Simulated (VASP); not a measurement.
Set up this calculation in VASP 6.6.1, as the native input.

| Property | Result |
| --- | --- |
| Task | single point |
| Functional | PBEsol |
| Potentials or basis | VASP PAW PBE potentials, release 64 (Sb, Pt) |
| Cutoff | 520 eV |
| k mesh | 12 × 12 × 8 |
| Occupations | gaussian, width 0.1 eV |
| Spin | no spin polarisation |
| Dipole correction | no |
| Further INCAR settings | ALGO = Normal; EDIFF = 1e-06; NBANDS = 23 |

The structure of SbPt lies in POSCAR:

```
SbPt
1.0
    4.0742721036      0.0000000000      0.0000000000
   -2.0371360518      3.5284231436      0.0000000000
    0.0000000000      0.0000000000      5.3867935976
Sb Pt
2 2
Direct
    0.3333333333      0.6666666667      0.2500000000
    0.6666666667      0.3333333333      0.7500000000
    0.0000000000      0.0000000000      0.0000000000
    0.0000000000      0.0000000000      0.5000000000
```

One way to write it, as run:

INCAR

```
SYSTEM = SbPt
  PREC = Accurate
  ENCUT = 520
  EDIFF = 1E-6
  ISMEAR = 0
  SIGMA = 0.1
  LREAL = .FALSE.
  LASPH = .TRUE.
  NELM = 100
  ALGO = Normal
  ISIF = 2
  LWAVE = .FALSE.
  LCHARG = .FALSE.
  GGA = PS
  NBANDS = 23
```

KPOINTS

```
Automatic mesh
0
G
  12 12 8
  0 0 0
```

Potentials or basis: VASP PAW PBE potentials, release 64 (Sb, Pt).

The run is started by

```sh
$ cat potpaw_PBE.64/Sb/POTCAR potpaw_PBE.64/Pt/POTCAR > POTCAR
$ mpirun -np 1 vasp_std > vasp.out
```

Results of the run:

- Pressure: 10.0 GPa
- Band gap on the k mesh: zero (bands 15 and 16 overlap by 4.38 eV)

Caveat: the cell stands under pressure; the PAW data sets were made with another functional, which shifts forces and pressure a little; spin-orbit coupling is left out, which moves the levels of the heavy elements.

Run time: 54 s on 1 thread of Intel(R) Xeon(R) Platinum 8559C (Emerald Rapids), with other jobs on the host, peak memory 0.29 GiB.
